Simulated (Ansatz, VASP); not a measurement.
One calculation of HfO2, two programs

```
Hf O
1.0
    -1.99668    1.99668    5.26742
     1.99668   -1.99668    5.26742
     1.99668    1.99668   -5.26742
Hf O
2 4
Cartesian
  0.0000 0.0000 0.0000
  0.0000 1.9967 2.6337
  0.0000 1.9967 4.7633
  0.0000 0.0000 2.1296
  0.0000 1.9967 0.5041
  0.0000 0.0000 8.4052
```

Alike in both runs: functional r2SCAN; k mesh 8 × 8 × 8; occupations gaussian, width 0.1 eV; no spin polarisation.

Ansatz relaxed the structure, and its values are those at the end. VASP's run is a single point on that final structure, the one shown.

```csv
,VASP,Ansatz
version,VASP 6.6.1,Ansatz 0.2.0
potentials or method,"VASP PAW PBE potentials, release 64 (Hf_pv, O), cutoff 520 eV","scalar-relativistic, plane waves, PAW"
valence electrons in the cell,44,76
```

```csv
,VASP,Ansatz,Ansatz less VASP
gap on the k mesh at the Fermi level (eV),5.03,5.02,-0.008
least direct gap on the mesh (eV),5.28,5.28,-0.002
pressure (GPa),-2.7,0.1,+2.78
rms of the force components (eV/Å),0.019,0.006,-0.0136
```

VASP's potentials were made for PBE, not for r2SCAN. VASP's potentials hold 44 valence electrons a cell and Ansatz's 76, so a difference there can come from the potentials and not from the codes.

Spin-orbit coupling is off throughout.
